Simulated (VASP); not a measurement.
# SnO in VASP: notebook, part 2 of 2

VASP 6.6.1. The steps go on from the part before.

### Step 3. Single point, PBE+D3(BJ) (layers slid over each other)

INCAR reads:

```
SYSTEM = SnO
PREC     = Accurate       ! precision mode
ENCUT    = 520            ! plane-wave cutoff, eV
EDIFF    = 1E-6           ! SCF threshold, eV
ISMEAR   = 0              ! smearing method
SIGMA    = 0.05           ! smearing width, eV
LREAL    = .False.        ! projectors in reciprocal space
LASPH    = .True.         ! aspherical terms in the spheres
NELM     = 120            ! most SCF steps
ALGO     = Normal         ! electronic algorithm
ISIF     = 2              ! what is computed and relaxed
LWAVE    = .False.        ! write WAVECAR
LCHARG   = .False.        ! write CHGCAR
LDIPOL   = .True.       
IDIPOL   = 3            
DIPOL    = 0.5 0.5 0.394
GGA      = PE             ! functional
IVDW     = 12             ! dispersion correction
NBANDS   = 50             ! bands
GGA_COMPAT= .False.      
NELMDL   = -8
```

KPOINTS reads:

```
Automatic mesh
0
Gamma
  7 7 1
  0 0 0
```

POSCAR reads:

```
SnO
1.0
    3.8205591864     -0.0000144263      0.0000000000
    0.0000145052      3.8205591864      0.0000000000
    0.0000000000      0.0000000000     22.2281054423
Sn O
4 4
Direct
    0.7499972411      0.2500027589      0.2024464033
    0.2499972411      0.7500027589      0.3088006191
    0.4999972411      1.0000027589      0.4784057170
   -0.0000027589      1.5000027589      0.5847599327
    0.2499972411      0.2500027589      0.2556235112
    0.7499972411      0.7500027589      0.2556235112
   -0.0000027589      1.0000027589      0.5315828248
    0.4999972411      1.5000027589      0.5315828248
```

Potentials or basis: VASP PAW PBE potentials, release 64 (Sn_d, O).

Run with:

```bash
cat potpaw_PBE.64/Sn_d/POTCAR potpaw_PBE.64/O/POTCAR > POTCAR
mpirun -np 1 vasp_std > vasp.out
```

OUTCAR:

```text
SYSTEM = SnO
   PREC = Accurate
   ENCUT = 520
   EDIFF = 1E-6
   ISMEAR = 0
   LREAL = .False.
   LASPH = .True.
   NELM = 120
   ISIF = 2
   GGA = PE
   IVDW = 12
   NELMDL = -8
 IVDW          = 12

 ion  position               nearest neighbor table
   1  0.750  0.250  0.202-   5 2.25   5 2.25   6 2.25   6 2.25   2 3.59   2 3.59   2 3.59   2 3.59

   2  0.250  0.750  0.309-   6 2.25   6 2.25   5 2.25   5 2.25   1 3.59   1 3.59   1 3.59   1 3.59

   3  0.500  0.000  0.478-   7 2.25   7 2.25   8 2.25   8 2.25   4 3.59   4 3.59   4 3.59   4 3.59

   4  1.000  0.500  0.585-   8 2.25   8 2.25   7 2.25   7 2.25   3 3.59   3 3.59   3 3.59   3 3.59

   5  0.250  0.250  0.256-   1 2.25   1 2.25   2 2.25   2 2.25
   6  0.750  0.750  0.256-   2 2.25   2 2.25   1 2.25   1 2.25
   7  1.000  0.000  0.532-   3 2.25   3 2.25   4 2.25   4 2.25
   8  0.500  0.500  0.532-   3 2.25   3 2.25   4 2.25   4 2.25

  LATTYP: Found a simple tetragonal cell.
 ALAT       =     3.8205591864
 C/A-ratio  =     5.8180241053

  Lattice vectors:

 A1 = (   3.8205591864,  -0.0000144263,   0.0000000000)
 A2 = (   0.0000145052,   3.8205591864,   0.0000000000)
 A3 = (   0.0000000000,   0.0000000000,  22.2281054423)

Analysis of symmetry for initial positions (statically):
=====================================================================
 Subroutine PRICEL returns:
 Original cell was already a primitive cell.

 Routine SETGRP: Setting up the symmetry group for a
 simple tetragonal supercell.

 Subroutine GETGRP returns: Found  4 space group operations
 (whereof  1 operations were pure point group operations)
 out of a pool of 16 trial point group operations.

The static configuration has the point symmetry C_1 .
 The point group associated with its full space group is C_2h.

Analysis of symmetry for dynamics (positions and initial velocities):
=====================================================================
 Subroutine PRICEL returns:
 Original cell was already a primitive cell.
[... 143 lines left out ...]
 non-spin polarized calculation
 Gauss-broadening in eV      SIGMA  =   0.05
  energy-cutoff  :      520.00
  volume of cell :      324.46
 maximum number of plane-waves:      8769
   NGX = 15   NGY = 15   NGZ = 83

 dipolmoment           0.000000      0.000000      0.000089 electrons x Angstroem

 number of electron      79.9999971 magnetization

 dipolmoment           0.000000      0.000000     -0.000001 electrons x Angstroem

 Free energy of the ion-electron system (eV)
  ---------------------------------------------------
  ext. energy  EPLUGINS =         0.00000000
  ---------------------------------------------------
  free energy    TOTEN  =       -45.14027217 eV

  energy without entropy =      -45.14027217  energy(sigma->0) =      -45.14027217

 E-fermi :   0.2121     XC(G=0):  -5.2696

 val. band max:       -0.0736062976   @ k =  -0.1429   0.1429   0.0000
 cond. band min:       2.2094443264   @ k =  -0.4286   0.4286   0.0000
 fundamental gap:      2.2830506240
 Fermi energy:         0.2121210570

 k-point     1 :       0.0000    0.0000    0.0000
  band No.  band energies     occupation
      1     -21.0531      2.00000
      2     -21.0530      2.00000
      3     -20.6941      2.00000
      4     -20.6940      2.00000
      5     -20.6573      2.00000
      6     -20.6570      2.00000
[... 837 lines left out ...]
     49       5.8115      0.00000
     50       6.5081      0.00000

------------------------ aborting loop because EDIFF is reached ----------------------------------------

 vacuum level on the upper side and lower side of the slab       (xc-potential included)        -0.151        -0.150

 Edisp (eV)   -1.27718

 E8    (eV) :    -0.5651

  FORCE on cell =-STRESS in cart. coord.  units (eV):
  Direction    XX          YY          ZZ          XY          YZ          ZX
  --------------------------------------------------------------------------------------
  -------------------------------------------------------------------------------------
  Total       0.27126     0.27126     0.12535     0.07500     0.47714     0.47715
  in kB       1.33952     1.33951     0.61897     0.37036     2.35615     2.35617
  external pressure =        1.10 kB  Pullay stress =        0.00 kB

 VOLUME and BASIS-vectors are now :
 -----------------------------------------------------------------------------
  energy-cutoff  :      520.00
  volume of cell :      324.46
      direct lattice vectors                 reciprocal lattice vectors
     3.820559186 -0.000014426  0.000000000     0.261741790 -0.000000994  0.000000000
     0.000014505  3.820559186  0.000000000     0.000000988  0.261741790  0.000000000
     0.000000000  0.000000000 22.228105442     0.000000000  0.000000000  0.044988090

 POSITION                                       TOTAL-FORCE (eV/Angst)
 -----------------------------------------------------------------------------------
      2.86541      0.95514      4.50000        -0.009227     -0.009227     -0.062410
      0.95514      2.86543      6.86405        -0.055725     -0.055724      0.038633
      1.91027      0.00000     10.63405         0.055725      0.055724     -0.038633
      3.82056      1.91028     12.99811         0.009227      0.009227      0.062410
      0.95513      0.95515      5.68203         0.018646     -0.049345      0.008520
      2.86542      2.86542      5.68203        -0.049345      0.018646      0.008520
      3.82055     -0.00000     11.81608         0.049345     -0.018646     -0.008520
      1.91028      1.91028     11.81608        -0.018646      0.049345     -0.008520
 -----------------------------------------------------------------------------------
    total drift:                               -0.000001     -0.000001     -0.000106

  FREE ENERGIE OF THE ION-ELECTRON SYSTEM (eV)
  ---------------------------------------------------
  free  energy   TOTEN  =       -46.4174551425 eV

  energy  without entropy=      -46.4174551425  energy(sigma->0) =      -46.41745514

 vacuum level on the upper side and lower side of the slab         4.794         4.795
```

Wall time 11 min (1 thread of Oxide Virtual Turin-like, shared host); peak memory 0.43 GiB.

What came out:

```
Free energy                : -46.4175 eV
Largest force              : 0.088 eV/Å
Band gap on the k mesh     : 2.28 eV (least direct gap 2.47 eV)
Dispersion energy per atom : -0.160 eV
```

Forces in eV/Å, atoms in the order of the input:
```
Sn  -0.009 -0.009 -0.062
Sn  -0.056 -0.056  0.039
Sn   0.056  0.056 -0.039
Sn   0.009  0.009  0.062
O    0.019 -0.049  0.009
O   -0.049  0.019  0.009
O    0.049 -0.019 -0.009
O   -0.019  0.049 -0.009
```

Levels at points of the mesh, in eV from the valence-band top:
```
           k point  band 38  band 39  band 40  band 41  band 42  band 43
(0.00, 0.00, 0.00)    -2.07    -0.82    -0.04     2.43     2.74     2.74
```

Caveat: the cell differs from its parent crystal (layers slid over each other); spin-orbit coupling is left out, which moves the levels of the heavy elements.
